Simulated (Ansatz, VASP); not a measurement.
# Two plane-wave programs on ZnSe

File INCAR:

```
SYSTEM = ZnSe
PREC = Accurate
ENCUT = 520
EDIFF = 1E-6
ISMEAR = -1
SIGMA = 0.02
LREAL = .FALSE.
LASPH = .TRUE.
NELM = 80
ALGO = Normal
ISIF = 2
LWAVE = .FALSE.
LCHARG = .FALSE.
GGA = PE
NBANDS = 16
```

The input KPOINTS:

```
Automatic mesh
0
G
  6 6 6
  0 0 0
```

POSCAR

```
ZnSe
1.0
    0.0000000000      2.8700000000      2.8700000000
    2.8700000000      0.0000000000      2.8700000000
    2.8700000000      2.8700000000      0.0000000000
Zn Se
1 1
Direct
    0.0000000000      0.0000000000      0.0000000000
    0.2500000000      0.2500000000      0.2500000000
```

Input for Ansatz:

```yaml
crystal:
  lattice:
    - [0, 2.87, 2.87]
    - [2.87, 0, 2.87]
    - [2.87, 2.87, 0]
  atoms:
    - { symbol: Zn, position: [0, 0, 0] }
    - { symbol: Se, position: [0.25, 0.25, 0.25] }
kpoints:
  mp_grid: { grid: [6, 6, 6] }
hamiltonian:
  xc: pbe
  pseudopotentials:
    kind: paw
    azcp:
      Se: "pseudopotentials/pbe/paw/ansatz_paw_generated_hard_1/Se.paw.azcp"
      Zn: "pseudopotentials/pbe/paw/ansatz_paw_generated_hard_1/Zn.paw.azcp"
scf:
  occupations: { method: fermi_dirac, width: 0.02 }
  convergence: { dr2_threshold: "1e-10 eV" }
  max_iter: 300
  n_bands: 34
output:
  forces: true
  stress: true
  eigenvalues: true
```

Alike in both runs: task single point; functional PBE; k mesh 6 × 6 × 6; occupations fermi-dirac, width 0.02 eV; no spin polarisation.

|  | VASP | Ansatz |
| --- | --- | --- |
| version | VASP 6.6.1 | Ansatz 0.2.0 development build |
| potentials or method | VASP PAW PBE potentials, release 64 (Zn, Se) | plane waves, PAW datasets (generated hard set |
| plane-wave cutoff (eV) | 520 | 700 |
| valence electrons in the cell | 18 | 36 |

|  | VASP | Ansatz | Ansatz less VASP |
| --- | --- | --- | --- |
| gap on the k mesh at the Fermi level (eV) | 1.14 | 1.14 | +0.001 |

VASP's potentials hold 18 valence electrons a cell and Ansatz's 36, so a difference there can come from the potentials and not from the codes.
